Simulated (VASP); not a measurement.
Input of a VASP 6.6.1 run:

INCAR

```
  PREC = Accurate
  ENCUT = 520
  EDIFF = 1E-7
  ISMEAR = 0
  SIGMA = 0.05
  LREAL = False
  LASPH = True
  NELM = 100
  ALGO = Normal
  ISIF = 2
  LWAVE = False
  LCHARG = False
  GGA = PE
  IVDW = 12
  NBANDS = 26
```

Contents of KPOINTS:

```
regular mesh
0
Gamma
  12 12 6
```

Contents of POSCAR:

```
ZnO
1.0
    3.2662751495      0.0000000000      0.0000000000
   -1.6331375747      2.8286772553      0.0000000000
    0.0000000000      0.0000000000      6.1688483439
Zn O
2 2
Direct
    0.0000000000      0.0000000000      0.7500000000
    0.0000000000      0.0000000000      0.2500000000
    0.3333333333      0.6666666667      0.2500000000
    0.6666666667      0.3333333333      0.7500000000
```

Potentials or basis: VASP PAW PBE potentials, release 64 (Zn, O).

Run with:

```sh
$ cat potpaw_PBE.64/Zn/POTCAR potpaw_PBE.64/O/POTCAR > POTCAR
$ mpirun -np 1 vasp_std > vasp.out
```

(1) Estimate the pressure.

(2) Predict the dispersion energy per atom.

(3) Estimate the band gap on the k mesh.

Answers

(1) 0.9 GPa.

(2) -0.187 eV.

(3) 0.70 eV, direct.
